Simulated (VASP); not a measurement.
Ta3TiN4: single point with PBE

Ta3TiN4:

```
Ti Ta N
1.0
     2.87862    0.00000    0.00000
    -1.43931    2.49296    0.00000
     0.00000    0.00000   11.18132
Ti Ta N
1 3 4
Direct
  0.00000 0.00000 0.50000
  0.00000 0.00000 0.00000
  0.00000 0.00000 0.25536
  0.00000 0.00000 0.74464
  0.66667 0.33333 0.87292
  0.66667 0.33333 0.12708
  0.66667 0.33333 0.37934
  0.66667 0.33333 0.62066
```

```
Program             : VASP 6.6.1
Task                : single point
Functional          : PBE
Potentials or basis : VASP PAW PBE potentials, release 64 (Ti_sv, Ta_pv, N)
Cutoff              : 520 eV
k mesh              : 12 × 12 × 4
Occupations         : gaussian, width 0.1 eV
Spin                : no spin polarisation
```

The pressure is 22.8 GPa and the largest force is 0.030 eV/Å. The band gap on the k mesh is zero (an odd number of electrons rules out a gap without spin polarisation).

Forces in eV/Å, atoms in the order of the input:
```
Ti   0.000  0.000  0.000
Ta   0.000  0.000  0.000
Ta   0.000  0.000 -0.004
Ta   0.000  0.000  0.004
N    0.000  0.000 -0.003
N    0.000  0.000  0.003
N    0.000  0.000  0.030
N    0.000  0.000 -0.030
```

Stress tensor (GPa, compression positive):
```
22.71  0.00  0.00
 0.00 22.71  0.00
 0.00  0.00 22.87
```

Levels at points of the mesh, in eV from the Fermi level:
```csv
k point,band 30,band 31,band 32,band 33,band 34,band 35
"(0.00, 0.00, 0.00)",-2.22,0.47,0.47,0.48,0.54,1.29
"(0.50, 0.00, 0.00)",-2.56,-0.82,-0.63,0.40,3.04,3.24
"(0.00, 0.00, 0.50)",-1.37,-1.10,0.53,0.53,0.71,0.71
"(0.50, 0.00, 0.50)",-2.17,-1.80,-0.05,0.29,3.27,3.32
```

Run time: 100 s on 1 thread of Intel(R) Xeon(R) 6975P-C (Granite Rapids) (shared host), peak memory 0.32 GiB.

Caveat: the cell stands under pressure; spin-orbit coupling is left out, which moves the levels of the heavy elements.
